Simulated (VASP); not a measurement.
# WSe2 (P6_3/mmc) in VASP: further runs

The runs below take WSe2 through electric field gradients, with PBE.

All numbers are computed with VASP 6.6.1; they aren't measurements. Logs are shortened: lines on timing, memory, paths and dates and some standing lists are left out, and cuts for length are marked.

**1. The cell of the first run**

Symmetry: P6_3/mmc, No. 194, hexagonal system. Conventional cell: a = 3.389 Å, b = 3.389 Å, c = 12.970 Å, α = 90.00°, β = 90.00°, γ = 120.00°. Within 3.4 Å of W (site symmetry -6m2) lie 6 Se at 2.57 Å and 6 W at 3.39 Å. Se (site symmetry 3m) has 3 W at 2.57 Å and 7 Se at 3.35 to 3.39 Å within 3.4 Å.

**2. Electric field gradients, PBE (equal xx and yy strain of +3 %)**

The input, INCAR:

```
  ALGO = Normal
  EDIFF = 1E-8
  ENCUT = 520
  GGA = PE
  ISIF = 2
  ISMEAR = -1
  LASPH = T
  LCHARG = F
  LEFG = T
  LREAL = F
  LWAVE = F
  NBANDS = 35
  NELM = 100
  PREC = Accurate
  SIGMA = 0.08
```

The input, KPOINTS:

```
k-points
0
Gamma
  11 11 3
```

The input, POSCAR:

```
WSe2
1.0
    3.3886984040      0.0000000000      0.0000000000
   -1.6943492020      2.9346989036      0.0000000000
    0.0000000000      0.0000000000     12.9700000000
W Se
2 4
Direct
    0.3333333333      0.6666666667      0.2500000000
    0.6666666667      0.3333333333      0.7500000000
    0.3333333333      0.6666666667      0.6210000000
    0.6666666667      0.3333333333      0.1210000000
    0.3333333333      0.6666666667      0.8790000000
    0.6666666667      0.3333333333      0.3790000000
```

Potentials or basis: VASP PAW PBE potentials, release 64 (W_sv, Se).

Started as:

```bash
$ cat potpaw_PBE.64/W_sv/POTCAR potpaw_PBE.64/Se/POTCAR > POTCAR
$ mpirun -np 1 vasp_std > vasp.out
```

OUTCAR:

```text
EDIFF = 1E-8
   ENCUT = 520
   GGA = PE
   ISIF = 2
   ISMEAR = -1
   LASPH = T
   LREAL = F
   NELM = 100
   PREC = Accurate

 ion  position               nearest neighbor table
   1  0.333  0.667  0.250-   4 2.57   6 2.57   4 2.57   6 2.57   4 2.57   6 2.57
   2  0.667  0.333  0.750-   3 2.57   5 2.57   3 2.57   5 2.57   3 2.57   5 2.57
   3  0.333  0.667  0.621-   2 2.57   2 2.57   2 2.57
   4  0.667  0.333  0.121-   1 2.57   1 2.57   1 2.57
   5  0.333  0.667  0.879-   2 2.57   2 2.57   2 2.57
   6  0.667  0.333  0.379-   1 2.57   1 2.57   1 2.57

  LATTYP: Found a hexagonal cell.
 ALAT       =     3.3886984040
 C/A-ratio  =     3.8274282494

  Lattice vectors:

 A1 = (   3.3886984040,   0.0000000000,   0.0000000000)
 A2 = (  -1.6943492020,   2.9346989036,   0.0000000000)
 A3 = (   0.0000000000,   0.0000000000,  12.9700000000)

Analysis of symmetry for initial positions (statically):
=====================================================================
 Subroutine PRICEL returns:
 Original cell was already a primitive cell.

 Routine SETGRP: Setting up the symmetry group for a
 hexagonal supercell.

 Subroutine GETGRP returns: Found 24 space group operations
 (whereof 12 operations were pure point group operations)
 out of a pool of 24 trial point group operations.

The static configuration has the point symmetry D_3d.
 The point group associated with its full space group is D_6h.

Analysis of symmetry for dynamics (positions and initial velocities):
=====================================================================
 Subroutine PRICEL returns:
 Original cell was already a primitive cell.

 Routine SETGRP: Setting up the symmetry group for a
 hexagonal supercell.

 Subroutine GETGRP returns: Found 24 space group operations
 (whereof 12 operations were pure point group operations)
 out of a pool of 24 trial point group operations.

The dynamic configuration has the point symmetry D_3d.
 The point group associated with its full space group is D_6h.
[... 156 lines left out ...]

 val. band max:        5.7254033631   @ k =   0.0000   0.0000   0.0000
 cond. band min:       6.6546862044   @ k =   0.1818   0.1818   0.0000
 fundamental gap:      0.9292828413
 Fermi energy:         6.1210011159

 k-point     1 :       0.0000    0.0000    0.0000
  band No.  band energies     occupation
      1     -68.8244      2.00000
      2     -68.8244      2.00000
      3     -32.9955      2.00000
      4     -32.9955      2.00000
      5     -32.9472      2.00000
      6     -32.9472      2.00000
[... 901 lines left out ...]
     34       9.1720      0.00000
     35      11.9660      0.00000

 [... further k-points ...]

------------------------ aborting loop because EDIFF is reached ----------------------------------------

  FORCE on cell =-STRESS in cart. coord.  units (eV):
  Direction    XX          YY          ZZ          XY          YZ          ZX
  --------------------------------------------------------------------------------------
  -------------------------------------------------------------------------------------
  Total       -3.6495668     -3.6495668     -0.5872435      0.0000000     -0.0000000      0.0000000
  in kB      -45.3331043    -45.3331043     -7.2944470      0.0000000     -0.0000000      0.0000000
  external PRESSURE =     -32.6535519 kB  Pullay stress =       0.0000000 kB

 VOLUME and BASIS-vectors are now :
 -----------------------------------------------------------------------------
  energy-cutoff  :      520.00
  volume of cell :      128.98
      direct lattice vectors                 reciprocal lattice vectors
     3.388698404  0.000000000  0.000000000     0.295098554  0.170375230  0.000000000
    -1.694349202  2.934698904  0.000000000     0.000000000  0.340750460  0.000000000
     0.000000000  0.000000000 12.970000000     0.000000000  0.000000000  0.077101002

 POSITION                                       TOTAL-FORCE (eV/Angst)
 -----------------------------------------------------------------------------------
     -0.00000      1.95647      3.24250        -0.000000     -0.000000      0.000000
      1.69435      0.97823      9.72750         0.000000      0.000000      0.000000
     -0.00000      1.95647      8.05437         0.000000      0.000000      0.379961
      1.69435      0.97823      1.56937         0.000000      0.000000      0.379961
     -0.00000      1.95647     11.40063         0.000000      0.000000     -0.379961
      1.69435      0.97823      4.91563         0.000000     -0.000000     -0.379961
 -----------------------------------------------------------------------------------
    total drift:                               -0.000000      0.000000     -0.000000

  FREE ENERGIE OF THE ION-ELECTRON SYSTEM (eV)
  ---------------------------------------------------
  free  energy   TOTEN  =       -43.1000392589 eV

  energy  without entropy=      -43.0998848090  energy(sigma->0) =      -43.09996203

 Electric field gradients (V/A^2)
---------------------------------------------------------------------
 ion       V_xx      V_yy      V_zz      V_xy      V_xz      V_yz
---------------------------------------------------------------------
   1      78.762    78.762  -157.524     0.000     0.000    -0.000
   2      78.762    78.762  -157.524     0.000    -0.000     0.000
   3      39.036    39.036   -78.072    -0.000     0.000    -0.000
   4      39.036    39.036   -78.072    -0.000    -0.000     0.000
   5      39.036    39.036   -78.072    -0.000    -0.000     0.000
   6      39.036    39.036   -78.072    -0.000     0.000    -0.000
---------------------------------------------------------------------

 Electric field gradients after diagonalization (V/A^2)
 (convention: |V_zz| > |V_xx| > |V_yy|)
----------------------------------------------------------------------
 ion       V_xx      V_yy      V_zz     asymmetry (V_yy - V_xx)/ V_zz
----------------------------------------------------------------------
   1      78.762    78.762  -157.524       0.000
   2      78.762    78.762  -157.524       0.000
   3      39.036    39.036   -78.072       0.000
   4      39.036    39.036   -78.072       0.000
   5      39.036    39.036   -78.072       0.000
   6      39.036    39.036   -78.072       0.000
----------------------------------------------------------------------

           NMR quadrupolar parameters

 Cq : quadrupolar parameter    Cq=e*Q*V_zz/h
 eta: asymmetry parameters     (V_yy - V_xx)/ V_zz
 Q  : nuclear electric quadrupole moment in mb (millibarn)
----------------------------------------------------------------------
 ion       Cq(MHz)       eta       Q (mb)
----------------------------------------------------------------------
   1      -0.381       0.000       1.000
   2      -0.381       0.000       1.000
   3      -0.189       0.000       1.000
   4      -0.189       0.000       1.000
   5      -0.189       0.000       1.000
   6      -0.189       0.000       1.000
----------------------------------------------------------------------
```

Run time: 2.2 min. Hardware: 1 thread of Intel Xeon Platinum 8488C (Sapphire Rapids), shared host; peak memory 0.3 GiB.

Results:

| Property | Result |
| --- | --- |
| Free energy | -43.1000 eV |
| Pressure | -3.3 GPa |
| Largest force | 0.380 eV/Å |
| Band gap on the k mesh | 0.93 eV, indirect (least direct gap 1.47 eV) |

Forces in eV/Å, atoms in the order of the input:
```
W    0.000  0.000  0.000
W    0.000  0.000  0.000
Se   0.000  0.000  0.380
Se   0.000  0.000  0.380
Se   0.000  0.000 -0.380
Se   0.000  0.000 -0.380
```

Stress tensor (GPa, compression positive):
```
-4.53  0.00  0.00
 0.00 -4.53  0.00
 0.00  0.00 -0.73
```

Electric field gradients, principal values (V/Å²):
```
atom   least  middle  greatest (by size)
 1 W  78.762  78.762            -157.524
 2 W  78.762  78.762            -157.524
3 Se  39.036  39.036             -78.072
4 Se  39.036  39.036             -78.072
5 Se  39.036  39.036             -78.072
6 Se  39.036  39.036             -78.072
```

Caveat: the cell differs from its parent crystal (equal xx and yy strain of +3 %); without QUAD_EFG the Cq values of the log hold for a quadrupole moment of 1 mb, not for the nuclei; spin-orbit coupling is left out, which moves the levels of the heavy elements; this functional lacks dispersion, which binds the layers, so the pressure and a relaxed spacing across them are unreliable.

**3. Electric field gradients, PBE (volume scaled by 1.06)**

The input, INCAR:

```
PREC     = Accurate       # precision mode
ENCUT    = 520            # plane-wave cutoff, eV
EDIFF    = 1E-8           # SCF threshold, eV
ISMEAR   = -1             # smearing method
SIGMA    = 0.08           # smearing width, eV
LREAL    = F              # projectors in reciprocal space
LASPH    = T              # aspherical terms in the spheres
NELM     = 80             # most SCF steps
ALGO     = Normal         # electronic algorithm
ISIF     = 2              # what is computed and relaxed
LWAVE    = F              # write WAVECAR
LCHARG   = F              # write CHGCAR
GGA      = PE             # functional
LEFG     = T            
NBANDS   = 35             # bands
```

The input, KPOINTS:

```
regular mesh
0
Gamma
  11 11 3
```

POSCAR: that of step 2 with these lines changed.

```diff
@@ -2,5 +2,5 @@
 1.0
-    3.3886984040      0.0000000000      0.0000000000
-   -1.6943492020      2.9346989036      0.0000000000
-    0.0000000000      0.0000000000     12.9700000000
+    3.3545246059      0.0000000000      0.0000000000
+   -1.6772623029      2.9051035263      0.0000000000
+    0.0000000000      0.0000000000     13.2243783068
 W Se
```

Potentials or basis: VASP PAW PBE potentials, release 64 (W_sv, Se).

Started as:

```bash
$ cat potpaw_PBE.64/W_sv/POTCAR potpaw_PBE.64/Se/POTCAR > POTCAR
$ mpirun -np 1 vasp_std > vasp.out
```

OUTCAR:

```text
PREC = Accurate
   ENCUT = 520
   EDIFF = 1E-8
   ISMEAR = -1
   LREAL = F
   LASPH = T
   NELM = 80
   ISIF = 2
   GGA = PE

 ion  position               nearest neighbor table
   1  0.333  0.667  0.250-   4 2.58   6 2.58   4 2.58   6 2.58   4 2.58   6 2.58
   2  0.667  0.333  0.750-   3 2.58   5 2.58   3 2.58   5 2.58   3 2.58   5 2.58
   3  0.333  0.667  0.621-   2 2.58   2 2.58   2 2.58
   4  0.667  0.333  0.121-   1 2.58   1 2.58   1 2.58
   5  0.333  0.667  0.879-   2 2.58   2 2.58   2 2.58
   6  0.667  0.333  0.379-   1 2.58   1 2.58   1 2.58

  LATTYP: Found a hexagonal cell.
 ALAT       =     3.3545246059
 C/A-ratio  =     3.9422510968

  Lattice vectors:

 A1 = (   3.3545246059,   0.0000000000,   0.0000000000)
 A2 = (  -1.6772623029,   2.9051035263,   0.0000000000)
 A3 = (   0.0000000000,   0.0000000000,  13.2243783068)

Analysis of symmetry for initial positions (statically):
=====================================================================
 Subroutine PRICEL returns:
 Original cell was already a primitive cell.

 Routine SETGRP: Setting up the symmetry group for a
 hexagonal supercell.

 Subroutine GETGRP returns: Found 24 space group operations
 (whereof 12 operations were pure point group operations)
 out of a pool of 24 trial point group operations.

The static configuration has the point symmetry D_3d.
 The point group associated with its full space group is D_6h.

Analysis of symmetry for dynamics (positions and initial velocities):
=====================================================================
 Subroutine PRICEL returns:
 Original cell was already a primitive cell.

[... 1091 lines left out ...]
  Total       -2.8338994     -2.8338994     -3.0583482     -0.0000000     -0.0000000      0.0000000
  in kB      -35.2311776    -35.2311776    -38.0215349     -0.0000000     -0.0000000      0.0000000
  external PRESSURE =     -36.1612967 kB  Pullay stress =       0.0000000 kB

 VOLUME and BASIS-vectors are now :
 -----------------------------------------------------------------------------
  energy-cutoff  :      520.00
  volume of cell :      128.87
      direct lattice vectors                 reciprocal lattice vectors
     3.354524606  0.000000000  0.000000000     0.298104834  0.172110906  0.000000000
    -1.677262303  2.905103526  0.000000000     0.000000000  0.344221812  0.000000000
     0.000000000  0.000000000 13.224378307     0.000000000  0.000000000  0.075617921

 POSITION                                       TOTAL-FORCE (eV/Angst)
 -----------------------------------------------------------------------------------
     -0.00000      1.93674      3.30609        -0.000000      0.000000      0.000000
      1.67726      0.96837      9.91828         0.000000     -0.000000      0.000000
     -0.00000      1.93674      8.21234         0.000000     -0.000000      0.681203
      1.67726      0.96837      1.60015        -0.000000      0.000000      0.681203
     -0.00000      1.93674     11.62423         0.000000     -0.000000     -0.681203
      1.67726      0.96837      5.01204        -0.000000     -0.000000     -0.681203
 -----------------------------------------------------------------------------------
    total drift:                                0.000000     -0.000000      0.000000

  FREE ENERGIE OF THE ION-ELECTRON SYSTEM (eV)
  ---------------------------------------------------
  free  energy   TOTEN  =       -43.1303722575 eV

  energy  without entropy=      -43.1302653653  energy(sigma->0) =      -43.13031881

 Electric field gradients (V/A^2)
---------------------------------------------------------------------
 ion       V_xx      V_yy      V_zz      V_xy      V_xz      V_yz
---------------------------------------------------------------------
   1      70.872    70.872  -141.744     0.000    -0.000     0.000
   2      70.872    70.872  -141.744     0.000     0.000    -0.000
   3      32.690    32.690   -65.380    -0.000    -0.000     0.000
   4      32.690    32.690   -65.380    -0.000     0.000    -0.000
   5      32.690    32.690   -65.380    -0.000     0.000    -0.000
   6      32.690    32.690   -65.380    -0.000    -0.000     0.000
---------------------------------------------------------------------

 Electric field gradients after diagonalization (V/A^2)
 (convention: |V_zz| > |V_xx| > |V_yy|)
----------------------------------------------------------------------
 ion       V_xx      V_yy      V_zz     asymmetry (V_yy - V_xx)/ V_zz
----------------------------------------------------------------------
   1      70.873    70.872  -141.744       0.000
   2      70.873    70.872  -141.744       0.000
   3      32.690    32.690   -65.380       0.000
   4      32.690    32.690   -65.380       0.000
   5      32.690    32.690   -65.380       0.000
   6      32.690    32.690   -65.380       0.000
----------------------------------------------------------------------

           NMR quadrupolar parameters

 Cq : quadrupolar parameter    Cq=e*Q*V_zz/h
 eta: asymmetry parameters     (V_yy - V_xx)/ V_zz
 Q  : nuclear electric quadrupole moment in mb (millibarn)
----------------------------------------------------------------------
 ion       Cq(MHz)       eta       Q (mb)
----------------------------------------------------------------------
   1      -0.343       0.000       1.000
   2      -0.343       0.000       1.000
   3      -0.158       0.000       1.000
   4      -0.158       0.000       1.000
   5      -0.158       0.000       1.000
   6      -0.158       0.000       1.000
----------------------------------------------------------------------
```

Run time: 5.5 min. Hardware: 1 thread of Intel Xeon 8259CL, shared host; peak memory 0.32 GiB.

Results:

```
Free energy            : -43.1304 eV
Pressure               : -3.6 GPa
Largest force          : 0.681 eV/Å
Band gap on the k mesh : 0.99 eV, indirect (least direct gap 1.60 eV)
```

Forces on the atoms (eV/Å):
```
W    0.000  0.000  0.000
W    0.000  0.000  0.000
Se   0.000  0.000  0.681
Se   0.000  0.000  0.681
Se   0.000  0.000 -0.681
Se   0.000  0.000 -0.681
```

Levels at points of the mesh, in eV from the valence-band top:
| k point | band 22 | band 23 | band 24 | band 25 | band 26 | band 27 | band 28 | band 29 | band 30 | band 31 |
| --- | --- | --- | --- | --- | --- | --- | --- | --- | --- | --- |
| (0.00, 0.00, 0.00) | -1.39 | -1.39 | -1.04 | -0.92 | 0.00 | 2.50 | 2.50 | 2.55 | 2.55 | 2.55 |

Electric field gradients, principal values (V/Å²):
| atom | least | middle | greatest (by size) |
| --- | --- | --- | --- |
| 1 W | 70.872 | 70.873 | -141.744 |
| 2 W | 70.872 | 70.873 | -141.744 |
| 3 Se | 32.690 | 32.690 | -65.380 |
| 4 Se | 32.690 | 32.690 | -65.380 |
| 5 Se | 32.690 | 32.690 | -65.380 |
| 6 Se | 32.690 | 32.690 | -65.380 |

Caveat: without QUAD_EFG the Cq values of the log hold for a quadrupole moment of 1 mb, not for the nuclei; spin-orbit coupling is left out, which moves the levels of the heavy elements; this functional lacks dispersion, which binds the layers, so the pressure and a relaxed spacing across them are unreliable.

(Continued in part 2 of 2.)
